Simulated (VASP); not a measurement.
## MgO: single point with PBEsol

The system is MgO.

```
Mg O
1.0
     3.30283    0.00000    0.00000
    -1.65141    2.86033    0.00000
     0.00000    0.00000    5.02032
Mg O
2 2
Direct
  0.33333 0.66667 0.00372
  0.66667 0.33333 0.50372
  0.33333 0.66667 0.40088
  0.66667 0.33333 0.90088
```

```
Program                : VASP 6.6.1
Task                   : single point
Functional             : PBEsol
Potentials or basis    : VASP PAW PBE potentials, release 64 (Mg, O)
Cutoff                 : 520 eV
k mesh                 : 12 × 12 × 6
Occupations            : gaussian, width 0.02 eV
Spin                   : no spin polarisation
Dipole correction      : no
Further INCAR settings : ALGO = Normal; EDIFF = 1e-07; NBANDS = 16
```

```
Pressure               : -0.3 GPa
Band gap on the k mesh : 3.36 eV, direct
```

Forces on the atoms (eV/Å):
```
Mg   0.000  0.000  0.003
Mg   0.000  0.000  0.003
O    0.000  0.000 -0.003
O    0.000  0.000 -0.003
```

Levels at points of the mesh, in eV from the valence-band top:
```tsv
k point	band 5	band 6	band 7	band 8	band 9	band 10	band 11	band 12
(0.00, 0.00, 0.00)	-0.73	-0.40	-0.40	0.00	3.36	8.39	10.16	14.03
(0.50, 0.00, 0.00)	-1.75	-1.27	-0.82	-0.49	7.65	7.91	9.10	10.61
(0.00, 0.00, 0.50)	-0.57	-0.57	-0.57	-0.57	5.87	5.87	13.03	13.03
(0.50, 0.00, 0.50)	-0.90	-0.90	-0.71	-0.71	7.22	7.22	10.68	10.68
```

It took 23 s on 1 thread of Intel(R) Xeon(R) 6975P-C (Granite Rapids), on a shared host, peak memory 0.21 GiB.

Caveat: the PAW data sets were made with another functional, which shifts forces and pressure a little. Expect the measured gap to be larger: semilocal functionals such as PBEsol lack the derivative discontinuity.
